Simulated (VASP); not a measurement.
Write the native input for VASP 6.6.1 that does the following.

| Item | Value |
| --- | --- |
| Task | single point |
| Functional | PBEsol |
| Potentials or basis | VASP PAW PBE potentials, release 64 (Cs_sv, Li_sv, Cr_pv, Te, S) |
| Cutoff | 520 eV |
| k mesh | 3 × 3 × 2 |
| Occupations | fermi-dirac, width 0.05 eV |
| Spin | collinear spin, ferromagnetic start |
| Starting moments | [0.0, 0.0, 3.0, 3.0, 0.0, 0.0, 0.0, 0.0, 0.0] μB |
| Dipole correction | no |
| Further INCAR settings | ALGO = Normal; EDIFF = 1e-07; NBANDS = 47 |

The structure of CsLiCr2Te2S3 lies in POSCAR:

```
CsLiCr2Te2S3
1.0
    2.9307981309     -5.1432417381      0.3848008649
    2.9307981309      5.1432417381      0.3848008649
   -1.6687777866      0.0000000000      7.3968853745
Cs Li Cr Te S
1 1 2 2 3
Direct
   -0.0189148308     -0.0189148308     -0.0154124582
    0.6139265295      0.6139265295      0.5387198983
    0.0191037051      0.4054141499      0.5566291690
    0.4054141499      0.0191037051      0.5566291690
    0.6696046153      1.2633098681      0.2774031292
    1.2633098681      0.6696046153      0.2774031292
    0.7122296147      0.3524262801      0.7395559205
    0.3524262801      0.7122296147      0.7395559205
    0.0503500682      0.0503500682      0.5385561227
```

These files were run (other wordings do the same):

INCAR

```
  PREC = Accurate
  ENCUT = 520
  EDIFF = 1E-7
  ISMEAR = -1
  SIGMA = 0.05
  LREAL = False
  LASPH = True
  NELM = 150
  ALGO = Normal
  ISIF = 2
  LWAVE = False
  LCHARG = False
  ISPIN = 2
  MAGMOM = 0 0 3 3 0 0 0 0 0
  LORBIT = 11
  LMAXMIX = 4
  GGA = PS
  NBANDS = 47
```

KPOINTS

```
Automatic mesh
0
Gamma
  3 3 2
```

Potentials or basis: VASP PAW PBE potentials, release 64 (Cs_sv, Li_sv, Cr_pv, Te, S).

Command:

```console
$ cat potpaw_PBE.64/Cs_sv/POTCAR potpaw_PBE.64/Li_sv/POTCAR potpaw_PBE.64/Cr_pv/POTCAR potpaw_PBE.64/Te/POTCAR potpaw_PBE.64/S/POTCAR > POTCAR
$ mpirun -np 1 vasp_std > vasp.out
```

It gave:

The largest force is 0.033 eV/Å, the net moment is 4.82 μB per cell and the site moments are Cs +0.00; Li +0.00; Cr +2.36; Te -0.06; S -0.05, -0.12 (each value once) μB. The valence electrons inside the program's atomic spheres are Cs 6.56; Li 2.07; Cr 10.84; Te 3.40; S 3.71.

Caveat: the k points lie up to 0.42 Å⁻¹ apart; the PAW data sets were made with another functional, which shifts forces and pressure a little; the run started ferromagnetic, and an antiferromagnetic order may lie lower in energy.

It took 5.3 min on 1 thread of Intel(R) Xeon(R) Platinum 8259CL CPU @ 2.50GHz (Skylake/Cascade Lake) (shared host), peak memory 0.53 GiB.
